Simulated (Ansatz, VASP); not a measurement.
# One calculation of BiSe3, two programs

```
Bi Se
1.0
     0.00000    3.60092    3.60092
     3.60092    0.00000    3.60092
     3.60092    3.60092    0.00000
Bi Se
1 3
Direct
  0.50000 0.50000 0.50000
  0.25000 0.25000 0.25000
  0.75000 0.75000 0.75000
  0.00000 0.00000 0.00000
```

Alike in both runs: functional PBE; k mesh 4 × 4 × 4; occupations gaussian, width 0.1 eV; no spin polarisation.

Ansatz relaxed the structure, and its values are those at the end. VASP's run is a single point on that final structure, the one shown.

|  | VASP | Ansatz |
| --- | --- | --- |
| version | VASP 6.6.1 | Ansatz 0.2.0 |
| potentials or method | VASP PAW PBE potentials, release 64 (Bi_d, Se), cutoff 520 eV | scalar-relativistic, plane waves, PAW |
| valence electrons in the cell | 33 | 63 |

```csv
,VASP,Ansatz,Ansatz less VASP
gap on the k mesh at the Fermi level (eV),none,none,-
pressure (GPa),0.0,0.0,0.00
```

A gap of «none» marks a metal or a gap that the smearing closes. The functional is the same, so the differences come from potentials, cutoffs and numerics. VASP's potentials hold 33 valence electrons a cell and Ansatz's 63, so a difference there can come from the potentials and not from the codes.

The k mesh is coarse, so the values compare programs but aren't converged. Neither program's run includes spin-orbit coupling.
